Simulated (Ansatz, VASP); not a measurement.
**One calculation of ZnGaAs2, two programs**

```
CELL_PARAMETERS angstrom
0.00000 5.66155 0.00000
5.66155 0.00000 0.00000
2.83077 2.83077 -5.60223
ATOMIC_POSITIONS crystal
Ga 0.50000 0.50000 0.00000
Ga 0.25000 0.75000 0.50000
As 0.37500 0.37378 0.75000
As 0.62622 0.12500 0.25000
As 0.87500 0.87622 0.75000
As 0.12378 0.62500 0.25000
Zn 0.00000 0.00000 0.00000
Zn 0.75000 0.25000 0.50000
```

Alike in both runs: functional r2SCAN; k mesh 4 × 4 × 4; no spin polarisation.

Ansatz relaxed the structure, and its values are those at the end. VASP's run is a single point on that final structure, the one shown.

```csv
,VASP,Ansatz
version,VASP 6.6.1,Ansatz 0.2.0
potentials or method,"VASP PAW PBE potentials, release 64 (Ga_d, As, Zn), cutoff 520 eV",PAW plane waves
occupations,"fermi-dirac, width 0.1 eV",fermi-dirac
valence electrons in the cell,70,110
```

```tsv
	VASP	Ansatz	Ansatz less VASP
gap on the k mesh at the Fermi level (eV)	none	none	-
pressure (GPa)	0.1	0.0	-0.09
```

VASP's potentials were made for PBE, not for r2SCAN. A gap of «none» marks a metal or a gap that the smearing closes. VASP's potentials hold 70 valence electrons a cell and Ansatz's 110, so a difference there can come from the potentials and not from the codes.
